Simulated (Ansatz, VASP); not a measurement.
## Two plane-wave programs on SnTe

```
CELL_PARAMETERS angstrom
0.01575 3.15085 3.15085
3.15085 0.01575 3.15085
3.16660 3.16660 0.00000
ATOMIC_POSITIONS crystal
Te 0.50000 0.50000 0.50000
Sn 0.00000 0.00000 0.00000
```

Alike in both runs: functional PBE; k mesh 6 × 6 × 6; occupations fermi-dirac, width 0.05 eV; no spin polarisation.

```csv
,VASP,Ansatz
version,VASP 6.6.1,Ansatz 0.2.0
potentials or method,"VASP PAW PBE potentials, release 64 (Te, Sn_d)",Ansatz PAW
plane-wave cutoff (eV),520,420
valence electrons in the cell,20,30
task,single point,band structure
```

Ansatz gave:

| Quantity | Value |
| --- | --- |
| gap on the k mesh at the Fermi level (eV) | 0.04 |
| least direct gap on the mesh (eV) | 0.10 |
| pressure (GPa) | 2.3 |
| traceless stress, the component that is largest in VASP (GPa) | -0.07 |

Problem. What did VASP give for the same quantities?

Solution. gap on the k mesh at the Fermi level (eV): 0.04; least direct gap on the mesh (eV): 0.10; pressure (GPa): 2.2; traceless stress, the component that is largest in VASP (GPa): -0.07.

VASP's potentials hold 20 valence electrons a cell and Ansatz's 30, so a difference there can come from the potentials and not from the codes.

Spin-orbit coupling is off throughout.
